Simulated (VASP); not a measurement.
B: single point with PBE

Crystal: B.

```
B
1.0
    -1.78345    1.78345    1.78345
     1.78345   -1.78345    1.78345
     1.78345    1.78345   -1.78345
B
3
Cartesian
  1.7835 0.0000 0.0000
  0.0000 1.7835 0.0000
  0.0000 0.0000 1.7835
```

| Property | Result |
| --- | --- |
| Program | VASP 6.6.1 |
| Task | single point |
| Functional | PBE |
| Potentials or basis | VASP PAW PBE potentials, release 64 (B) |
| Cutoff | 520 eV |
| k mesh | 6 × 6 × 6 |
| Occupations | gaussian, width 0.1 eV |
| Spin | no spin polarisation |
| Dipole correction | no |
| Further INCAR settings | ALGO = Normal; EDIFF = 1e-06; NBANDS = 12 |

```json
{
 "Pressure": "-0.2 GPa"
}
```

Levels at points of the mesh, in eV from the Fermi level:
```csv
k point,band 1,band 2,band 3,band 4,band 5,band 6,band 7,band 8,band 9
"(0.00, 0.00, 0.00)",-15.12,-2.04,-2.04,-2.04,3.91,3.91,3.91,7.11,7.11
"(0.50, 0.00, 0.00)",-10.87,-10.11,-3.86,-1.25,0.17,0.93,4.19,9.82,10.50
"(0.50, 0.50, 0.50)",-7.09,-7.09,-7.09,-5.56,-5.56,0.51,7.75,7.75,7.75
```

Wall time 6.4 s on 1 thread of Intel Xeon 8259CL, with other jobs on the host, peak memory 0.13 GiB.

Caveat: the k points lie up to 0.42 Å⁻¹ apart.
